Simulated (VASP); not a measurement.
# La4ZnCu: relaxation of cell and atoms with PBE

The system is La4ZnCu.

```xyz
6
Lattice="0.0000 4.2323 4.2323 4.2323 0.0000 4.2323 4.2323 4.2323 0.0000" Properties=species:S:1:pos:R:3 pbc="T T T"
La    3.1735    5.2911    5.2911
La    3.1735    3.1735    3.1735
La    5.2911    3.1735    5.2911
La    5.2911    5.2911    3.1735
Zn    6.3485    6.3485    6.3485
Cu    0.0000    0.0000    0.0000
```

The cell was generated, and may not be a known phase.

```
Program                : VASP 6.6.1
Task                   : relaxation of cell and atoms
Functional             : PBE
Potentials or basis    : VASP PAW PBE potentials, release 64 (La, Zn, Cu)
Cutoff                 : 600 eV
k mesh                 : 4 × 4 × 4
Occupations            : gaussian, width 0.1 eV
Spin                   : no spin polarisation
Dipole correction      : no
Further INCAR settings : ALGO = Normal; EDIFF = 1e-06; IBRION = 2; EDIFFG = -0.04; NSW = 90; ISIF = 3
```

```yaml
Relaxed_volume: 31.08 Å³/atom
Relaxed_cell: a = 6.413 Å, b = 6.413 Å, c = 6.413 Å, α = 60.00°, β = 60.00°, γ = 60.00°
Space_group_after_relaxing_to_0.1_Å: F-43m (No. 216)
Energy_gained_by_relaxing: 147.3 meV/atom
Ionic_steps: 3
Pressure_after_relaxing: 0.0 GPa
Band_gap_on_the_k_mesh: zero (an odd number of electrons rules out a gap without spin polarisation)
```

Forces on the atoms (eV/Å):
```
La   0.001 -0.001 -0.001
La   0.001  0.001  0.001
La  -0.001  0.001 -0.001
La  -0.001 -0.001  0.001
Zn   0.000  0.000  0.000
Cu   0.000  0.000  0.000
```

Step by step:
| step | energy change (eV) | largest force (eV/Å) | pressure (GPa) | volume (Å³) |
| --- | --- | --- | --- | --- |
| 1 | 0.0000 | 0.0522 | 9.75 | 151.62 |
| 2 | -0.8829 | 0.0029 | -0.21 | 187.94 |
| 3 | -0.8837 | 0.0023 | 0.02 | 186.46 |

Final structure:
```cif
data_structure
_symmetry_space_group_name_H-M 'P 1'
_symmetry_Int_Tables_number 1
_cell_length_a 6.4126
_cell_length_b 6.4126
_cell_length_c 6.4126
_cell_angle_alpha 60.000
_cell_angle_beta 60.000
_cell_angle_gamma 60.000
_cell_volume 186.46
loop_
_atom_site_label
_atom_site_type_symbol
_atom_site_fract_x
_atom_site_fract_y
_atom_site_fract_z
_atom_site_occupancy
La1 La 0.87477 0.37508 0.37508 1
La2 La 0.37508 0.37508 0.37508 1
La3 La 0.37508 0.87477 0.37508 1
La4 La 0.37508 0.37508 0.87477 1
Zn1 Zn 0.75000 0.75000 0.75000 1
Cu1 Cu 0.00000 0.00000 0.00000 1
```

Levels at points of the mesh, in eV from the Fermi level:
| k point | band 32 | band 33 | band 34 | band 35 | band 36 | band 37 |
| --- | --- | --- | --- | --- | --- | --- |
| (0.00, 0.00, 0.00) | -0.84 | -0.57 | -0.57 | -0.57 | -0.01 | -0.01 |
| (0.50, 0.00, 0.00) | -0.46 | -0.13 | -0.13 | 0.34 | 0.34 | 0.92 |
| (0.50, 0.50, 0.00) | -0.26 | -0.13 | -0.12 | 0.10 | 0.10 | 1.15 |

Run time: 6.1 min on 1 thread of Intel(R) Xeon(R) Platinum 8259CL CPU @ 2.50GHz (Skylake/Cascade Lake) (shared host), peak memory 0.39 GiB.

Caveat: the volume moved by over 15 % at a fixed basis, so the end points are rough; spin-orbit coupling is left out, which moves the levels of the heavy elements.
